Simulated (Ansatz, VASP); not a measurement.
Sn in VASP and in Ansatz

The input INCAR:

```
PREC = Accurate ; ENCUT = 520
EDIFF = 1E-7 ; ISMEAR = -1
SIGMA = 0.1 ; LREAL = False
LASPH = True ; NELM = 100
ALGO = Normal ; ISIF = 2
LWAVE = False ; LCHARG = False
GGA = PS ; NBANDS = 13
```

The input KPOINTS:

```
Automatic mesh
0
Gamma
  12 12 12
```

Contents of POSCAR:

```
Sn
1.0
   -1.6822490967      1.7299999230      2.2783578694
    1.6822490967     -1.7299999230      2.2783578694
    1.6822490967      1.7299999230     -2.2783578694
Sn
1
Direct
    0.0000000000      0.0000000000      0.0000000000
```

Input for Ansatz:

```yaml
crystal:
  lattice:
    - [-1.6822490967490507, 1.7299999229588714, 2.278357869350399]
    - [1.6822490967490507, -1.7299999229588714, 2.278357869350399]
    - [1.6822490967490507, 1.7299999229588714, -2.278357869350399]
  atoms:
    - { symbol: Sn, position: [0.0, 0.0, 0.0] }
basis:
  ecutwfc: 500.0
kpoints:
  mp_grid:
    grid: [12, 12, 12]
hamiltonian:
  xc: pbesol
scf:
  occupations:
    method: fermi_dirac
output:
  stress: true
```

Alike in both runs: task single point; functional PBEsol; k mesh 12 × 12 × 12; no spin polarisation.

```csv
,VASP,Ansatz
version,VASP 6.6.1,Ansatz 0.2.0
potentials or method,"VASP PAW PBE potentials, release 64 (Sn_d), cutoff 520 eV","plane waves, PAW"
occupations,"fermi-dirac, width 0.1 eV",fermi-dirac
valence electrons in the cell,14,14
```

Ansatz gave:

| Property | Result |
| --- | --- |
| pressure (GPa) | -0.1 |
| traceless stress, the component that is largest in VASP (GPa) | 0.50 |

**Question.** Estimate VASP's values.

**Answer.** Pressure (GPa): -0.2; traceless stress, the component that is largest in VASP (GPa): 0.50.

VASP's potentials were made for PBE, not for PBEsol.
